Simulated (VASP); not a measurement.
Here is a VASP 6.6.1 calculation.

INCAR

```
SYSTEM = Bi
PREC = Accurate
ENCUT = 520
EDIFF = 1E-6
ISMEAR = 0
SIGMA = 0.2
LREAL = .FALSE.
LASPH = .TRUE.
NELM = 60
ALGO = Normal
ISIF = 2
LWAVE = .FALSE.
LCHARG = .TRUE.
GGA = PE
LELF = .TRUE.
LVHAR = .TRUE.
NBANDS = 22
```

KPOINTS

```
regular mesh
0
G
  8 8 8
  0 0 0
```

The input POSCAR:

```
Bi
1.0
    2.2924582305      1.3235513765      4.0467531177
   -2.2924582305      1.3235513765      4.0467531177
    0.0000000000     -2.6471027530      4.0467531177
Bi
2
Direct
    0.2337113826      0.2337113826      0.2337113826
    0.7662886174      0.7662886174      0.7662886174
```

Potentials or basis: VASP PAW PBE potentials, release 64 (Bi_d).

Launch:

```bash
$ cat potpaw_PBE.64/Bi_d/POTCAR > POTCAR
$ mpirun -np 1 vasp_std > vasp.out
```

**Question.** What does it give for the band gap on the k mesh?

**Answer.** Zero (bands 15 and 16 overlap by 0.16 eV).

**Question.** Estimate the largest force.

**Answer.** 0.021 eV/Å.

**Question.** Predict the pressure.

**Answer.** 0.0 GPa.

Forces on the atoms (eV/Å):
```
Bi   0.000  0.000 -0.021
Bi   0.000  0.000  0.021
```

Caveat: spin-orbit coupling is left out, which moves the levels of the heavy elements.
